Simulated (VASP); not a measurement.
Rb3Cd:

```
CELL_PARAMETERS angstrom
6.31250 0.00000 0.00000
0.00000 6.31250 0.00000
0.00000 0.00000 6.31250
ATOMIC_POSITIONS crystal
Rb 0.00000 0.50000 0.50000
Rb 0.50000 0.00000 0.50000
Rb 0.50000 0.50000 0.00000
Cd 0.00000 0.00000 0.00000
```

- Program: VASP 6.6.1
- Task: relaxation of cell and atoms
- Functional: LDA
- Potentials or basis: VASP PAW LDA potentials, release 64 (Rb_sv, Cd)
- Cutoff: 600 eV
- k mesh: 4 × 4 × 4
- Occupations: methfessel-paxton, width 0.02 eV
- Spin: no spin polarisation

At the start: pressure -0.8 GPa; volume 62.88 Å³/atom.

How do energy, volume and symmetry change on relaxing?

Over 6 steps the energy falls by 38.6 meV/atom and the volume is 50.57 Å³/atom (-19.6 %); space group Pm-3m (No. 221, to 0.05 Å).

The path:
```tsv
step	energy change (eV)	largest force (eV/Å)	pressure (GPa)	volume (Å³)
1	0.0000	0.0000	-0.82	251.54
2	-0.0555	0.0000	-0.72	240.03
3	-0.1352	0.0000	-0.38	217.49
4	-0.0764	0.0000	1.10	176.73
5	-0.1539	0.0000	-0.07	204.76
6	-0.1545	0.0000	0.00	202.27
```

Final structure:
```cif
data_structure
_symmetry_space_group_name_H-M 'P 1'
_symmetry_Int_Tables_number 1
_cell_length_a 5.8700
_cell_length_b 5.8700
_cell_length_c 5.8700
_cell_angle_alpha 90.000
_cell_angle_beta 90.000
_cell_angle_gamma 90.000
_cell_volume 202.27
loop_
_atom_site_label
_atom_site_type_symbol
_atom_site_fract_x
_atom_site_fract_y
_atom_site_fract_z
_atom_site_occupancy
Rb1 Rb 0.00000 0.50000 0.50000 1
Rb2 Rb 0.50000 0.00000 0.50000 1
Rb3 Rb 0.50000 0.50000 0.00000 1
Cd1 Cd 0.00000 0.00000 0.00000 1
```

Caveat: the volume moved by over 15 % at a fixed basis, so the end points are rough.
